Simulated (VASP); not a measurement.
The system is Nb.

```
Nb
1.0
     2.68760    0.00000    0.00000
     0.00000    2.68760    0.00000
     0.00000    0.00000    2.68760
Nb
1
Cartesian
  0.0000 0.0000 0.0000
```

```yaml
Program: VASP 6.6.1
Task: relaxation of cell and atoms
Functional: r2SCAN
Potentials_or_basis: VASP PAW PBE potentials, release 64 (Nb_sv)
Cutoff: 600 eV
k_mesh: 12 × 12 × 12
Occupations: fermi-dirac, width 0.05 eV
Spin: collinear spin, ferromagnetic start
Starting_moments: "[1.0] μB"
```

At the start: pressure 3.4 GPa; volume 19.41 Å³/atom.

Question: How do energy, volume and symmetry change on relaxing?

Answer: Over 3 steps the energy falls by 4.6 meV/atom and the volume is 19.87 Å³/atom (+2.3 %); space group Pm-3m (No. 221, to 0.05 Å); moment 0.00 μB per cell.

The path:
```
step  energy change (eV)  largest force (eV/Å)  pressure (GPa)  volume (Å³)
   1              0.0000                0.0000            3.37        19.41
   2              0.0058                0.0000           -4.50        20.58
   3             -0.0046                0.0000           -0.01        19.87
```

Final structure:
```cif
data_structure
_symmetry_space_group_name_H-M 'P 1'
_symmetry_Int_Tables_number 1
_cell_length_a 2.7084
_cell_length_b 2.7084
_cell_length_c 2.7084
_cell_angle_alpha 90.000
_cell_angle_beta 90.000
_cell_angle_gamma 90.000
_cell_volume 19.87
loop_
_atom_site_label
_atom_site_type_symbol
_atom_site_fract_x
_atom_site_fract_y
_atom_site_fract_z
_atom_site_occupancy
Nb1 Nb 0.00000 0.00000 0.00000 1
```

Caveat: the PAW data sets were made with another functional, which shifts forces and pressure a little.
